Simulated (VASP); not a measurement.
ZnCu2SnS4, 8 atoms in the cell. It takes space group I-4 (No. 82, tetragonal). Conventional cell: a = 5.468 Å, b = 5.468 Å, c = 10.935 Å, α = 90.00°, β = 90.00°, γ = 90.00°. Within 3.1 Å of Cu (site symmetry -4) lie 4 S at 2.32 Å. Cu (site symmetry -4) has 4 S at 2.32 Å within 3.1 Å. Zn (site symmetry -4) has 4 S at 2.37 Å within 3.1 Å. Within 3.3 Å of Sn (site symmetry -4) lie 4 S at 2.47 Å. Within 3.1 Å of S (site symmetry 1) lie 2 Cu at 2.32 Å and 1 Zn at 2.37 Å and 1 Sn at 2.47 Å. 

* Program: VASP 6.6.1
* Task: single point
* Functional: PBE
* Potentials or basis: VASP PAW PBE potentials, release 64 (Cu, Zn, Sn_d, S)
* Cutoff: 520 eV
* k mesh: 6 × 6 × 6
* Occupations: fermi-dirac, width 0.02 eV
* Spin: no spin polarisation
* Dipole correction: no
* Further INCAR settings: ALGO = Normal; EDIFF = 1e-06; NBANDS = 46

Potentials or basis: VASP PAW PBE potentials, release 64 (Cu, Zn, Sn_d, S).

Run with:

```sh
$ cat potpaw_PBE.64/Cu/POTCAR potpaw_PBE.64/Zn/POTCAR potpaw_PBE.64/Sn_d/POTCAR potpaw_PBE.64/S/POTCAR > POTCAR
$ mpirun -np 1 vasp_std > vasp.out
```

Hardware: 1 thread of Intel(R) Xeon(R) Platinum 8375C CPU @ 2.90GHz (Ice Lake) (shared host).

Question: Estimate the wall time of this run.

Answer: Run time: 15 min on 1 thread of Intel(R) Xeon(R) Platinum 8375C CPU @ 2.90GHz (Ice Lake), with other jobs on the host, peak memory 0.51 GiB. Counts: scf iterations 17, k points 36.
